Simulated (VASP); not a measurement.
Set up this calculation in VASP 6.6.1, as the native input.

```
Task                   : single point
Functional             : LDA
Potentials or basis    : VASP PAW LDA potentials, release 64 (Sb, Pd)
Cutoff                 : 520 eV
k mesh                 : 6 × 6 × 6
Occupations            : methfessel-paxton, width 0.1 eV
Spin                   : no spin polarisation
Dipole correction      : no
Further INCAR settings : ALGO = Normal; EDIFF = 1e-06; NBANDS = 26
```

The structure of SbPd3 lies in POSCAR:

```
SbPd3
1.0
    4.1247560679      0.0000000000      0.0000000000
    0.0000000000      4.1247560679      0.0000000000
    0.0000000000      0.0000000000      4.1247560679
Sb Pd
1 3
Direct
    0.0000000000      0.0000000000      0.0000000000
    0.0000000000      0.5000000000      0.5000000000
    0.5000000000      0.0000000000      0.5000000000
    0.5000000000      0.5000000000      0.0000000000
```

These files were run (other wordings do the same):

INCAR

```
ALGO = Normal ; EDIFF = 1E-6
ENCUT = 520 ; ISIF = 2
ISMEAR = 1 ; LASPH = True
LCHARG = True ; LELF = True
LREAL = False ; LVHAR = True
LWAVE = False ; NBANDS = 26
NELM = 80 ; PREC = Accurate
SIGMA = 0.1
```

KPOINTS

```
k-points
0
Gamma
  6 6 6
```

Potentials or basis: VASP PAW LDA potentials, release 64 (Sb, Pd).

Run with:

```bash
$ cat potpaw_LDA.64/Sb/POTCAR potpaw_LDA.64/Pd/POTCAR > POTCAR
$ mpirun -np 1 vasp_std > vasp.out
```

Results of the run:

- Pressure: -16.9 GPa

Run time: 22 s on 1 thread of AMD EPYC 7R43 64-Core Processor (Zen 3), on a shared host, peak memory 0.13 GiB.
